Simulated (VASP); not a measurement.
CS2: single point with PBE+D3(BJ)

System: CS2.

```
CELL_PARAMETERS angstrom
8.43433 0.00000 0.00000
0.00000 8.43433 0.00000
0.00000 0.00000 8.43433
ATOMIC_POSITIONS crystal
S 0.86373 0.20958 0.09685
S 0.99913 0.44781 0.83991
S 0.80124 0.60056 0.46449
S 0.86959 0.95679 0.54639
S 0.57400 0.95525 0.90512
S 0.31751 0.84658 0.65920
S 0.55345 0.22318 0.37901
S 0.29225 0.47052 0.31482
S 0.37498 0.27024 0.86581
S 0.60672 0.56917 0.85292
S 0.43452 0.87342 0.31462
S 0.16679 0.83410 0.05912
C 0.93248 0.33264 0.97119
C 0.83664 0.77722 0.50658
C 0.43359 0.89717 0.79829
C 0.41771 0.33400 0.35281
C 0.49188 0.41909 0.85414
C 0.30109 0.86280 0.18965
```

```yaml
Program: VASP 6.6.1
Task: single point
Functional: PBE
Dispersion: D3(BJ)
Potentials_or_basis: VASP PAW PBE potentials, release 64 (S, C)
Cutoff: 520 eV
k_mesh: 1 × 1 × 1
Occupations: fermi-dirac, width 0.02 eV
Spin: no spin polarisation
Dipole_correction: no
Further_INCAR_settings: LREAL = Auto; ALGO = Normal; EDIFF = 1e-06; NBANDS = 63
```

The pressure is -1.5 GPa. The largest force is 4.948 eV/Å and the dispersion energy per atom is -0.120 eV.

Forces on the atoms (eV/Å):
```
S    0.652  1.143 -1.027
S   -0.258 -0.653  0.828
S    0.110  0.369  0.057
S   -0.090 -0.797 -0.114
S   -0.581 -0.222 -0.017
S    0.214  0.248  1.013
S    2.331 -2.209  0.677
S    0.753 -1.263  0.338
S    1.097  1.837 -0.216
S   -0.938 -1.678  0.038
S    0.487  0.077  0.426
S    1.191  0.439  1.235
C   -0.243 -0.510  0.163
C    0.020  0.459 -0.041
C    0.139 -0.226 -1.083
C   -3.128  3.707 -0.977
C   -0.200 -0.036  0.323
C   -1.556 -0.687 -1.621
```

Stress tensor (GPa, compression positive):
```
-1.03 -1.75 -0.14
-1.75 -1.77  0.21
-0.14  0.21 -1.63
```

Levels at points of the mesh, in eV from the Fermi level:
```tsv
k point	band 44	band 45	band 46	band 47	band 48	band 49	band 50	band 51	band 52	band 53
(0.00, 0.00, 0.00)	-0.91	-0.86	-0.73	-0.70	-0.52	2.40	2.55	2.62	2.77	2.82
```

Wall time 35 s on 1 thread of AMD EPYC 9R45 96-Core Processor (Zen 5), on a shared host, peak memory 0.47 GiB.

Caveat: the k points lie up to 0.74 Å⁻¹ apart.
